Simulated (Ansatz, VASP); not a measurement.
**Two plane-wave programs on Ta**

The input INCAR:

```
SYSTEM = Ta
PREC = Accurate
ENCUT = 400
EDIFF = 1E-6
ISMEAR = -1
SIGMA = 0.1
LREAL = .False.
LASPH = .True.
NELM = 120
ALGO = Normal
ISIF = 2
LWAVE = .False.
LCHARG = .False.
LDIPOL = .True.
IDIPOL = 3
DIPOL = 0.5 0.5 0.500
GGA = PE
NBANDS = 24
GGA_COMPAT = .False.
NELMDL = -8
```

KPOINTS

```
Automatic mesh
0
Gamma
  13 13 1
  0 0 0
```

The input POSCAR:

```
Ta
1.0
    2.8752873597      0.0000000000      0.0000000000
   -0.9584291199      2.7108469199      0.0000000000
    0.0000000000      0.0000000000     20.6953000000
Ta
3
Direct
    0.0000000000      0.0000000000      0.3865606056
    0.5000000000      0.5000000000      0.5000000000
    0.0000000000      0.0000000000      0.6134393944
```

Input for Ansatz:

```yaml
crystal:
  lattice:
    - [2.8752873597, 0.0, 0.0]
    - [-0.9584291199, 2.7108469199, 0.0]
    - [0.0, 0.0, 20.6953]
  atoms:
    - { symbol: Ta, position: [0.0, 0.0, 0.3865606056] }
    - { symbol: Ta, position: [0.5, 0.5, 0.5] }
    - { symbol: Ta, position: [0.0, 0.0, 0.6134393944] }
kpoints:
  mp_grid: { grid: [13, 13, 1] }
scf:
  occupations: { method: fermi_dirac, width: 0.1 }
hamiltonian:
  xc: pbe
  pseudopotentials: { kind: paw }
output:
  forces: true
  stress: true
  eigenvalues: true
  populations: true
efield:
  axis: 3
  amplitude: 0
  dipole_correction: true
```

Alike in both runs: task single point; functional PBE; k mesh 13 × 13 × 1; occupations fermi-dirac, width 0.1 eV; no spin polarisation.

```csv
,VASP,Ansatz
version,VASP 6.6.1,Ansatz 0.2.0
potentials or method,"VASP PAW PBE potentials, release 64 (Ta_pv)","PAW with Ansatz's default frozen-core files, scalar-relativistic"
plane-wave cutoff (eV),400,420
valence electrons in the cell,33,39
```

VASP gave:

* rms of the force components (eV/Å): 0.232

Task: Which values does Ansatz return?

Result: rms of the force components (eV/Å): 0.233.

Atom by atom the forces differ by 0.001 eV/Å (rms over components). VASP's potentials hold 33 valence electrons a cell and Ansatz's 39, so a difference there can come from the potentials and not from the codes.

Neither program's run includes spin-orbit coupling.
